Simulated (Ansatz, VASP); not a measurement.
**One calculation of P, two programs**

INCAR

```
SYSTEM = P
PREC     = Accurate       ! precision mode
ENCUT    = 520            ! plane-wave cutoff, eV
EDIFF    = 1E-6           ! SCF threshold, eV
ISMEAR   = 0              ! smearing method
SIGMA    = 0.05           ! smearing width, eV
LREAL    = .FALSE.        ! projectors in reciprocal space
LASPH    = .TRUE.         ! aspherical terms in the spheres
NELM     = 80             ! most SCF steps
ALGO     = Normal         ! electronic algorithm
ISIF     = 2              ! what is computed and relaxed
LWAVE    = .FALSE.        ! write WAVECAR
LCHARG   = .FALSE.        ! write CHGCAR
GGA      = PS             ! functional
NBANDS   = 18             ! bands
```

Contents of KPOINTS:

```
Automatic mesh
0
G
  8 1 6
  0 0 0
```

File POSCAR:

```
P
1.0
    3.2837277200      0.0000000000      0.0000000000
    0.0000000000     34.8570309900      0.0000000000
    0.0000000000      0.0000000000      4.6320847100
P
4
Direct
   -0.0511672295      0.9702614300      0.6244575614
    0.0000000000      0.0297385700      0.4078492800
    0.5000000000      0.0297385700      0.0921507200
    0.5000000000      0.9702614300      0.9078492800
```

Input for Ansatz:

```yaml
crystal:
  lattice:
    - [3.28372772, 0.0, 0.0]
    - [0.0, 34.85703099, 0.0]
    - [0.0, 0.0, 4.63208471]
  atoms:
    - { symbol: P, position: [-0.0511672295, 0.97026143, 0.6244575614] }
    - { symbol: P, position: [0.0, 0.02973857, 0.40784928] }
    - { symbol: P, position: [0.5, 0.02973857, 0.09215072] }
    - { symbol: P, position: [0.5, 0.97026143, 0.90784928] }
basis:
  ecutwfc: 420
kpoints:
  mp_grid: { grid: [8, 1, 6] }
hamiltonian:
  xc: pbesol
scf:
  occupations: { method: gaussian, width: 0.05 }
output:
  forces: true
  stress: true
  eigenvalues: true
```

Alike in both runs: task single point; functional PBEsol; k mesh 8 × 1 × 6; occupations gaussian, width 0.05 eV; no spin polarisation.

|  | VASP | Ansatz |
| --- | --- | --- |
| version | VASP 6.6.1 | Ansatz 0.2.0 |
| potentials or method | VASP PAW PBE potentials, release 64 (P), cutoff 520 eV | scalar-relativistic, plane waves, PAW |
| valence electrons in the cell | 20 | 20 |

|  | VASP | Ansatz | Ansatz less VASP |
| --- | --- | --- | --- |
| gap on the k mesh at the Fermi level (eV) | 0.63 | 0.61 | -0.015 |
| least direct gap on the mesh (eV) | 0.67 | 0.67 | -0.001 |
| rms of the force components (eV/Å) | 1.706 | 1.719 | +0.0123 |

VASP's potentials were made for PBE, not for PBEsol. Atom by atom the forces differ by 0.015 eV/Å (rms over components). With one functional, cell and mesh, what is left measures potentials, basis and numerics.
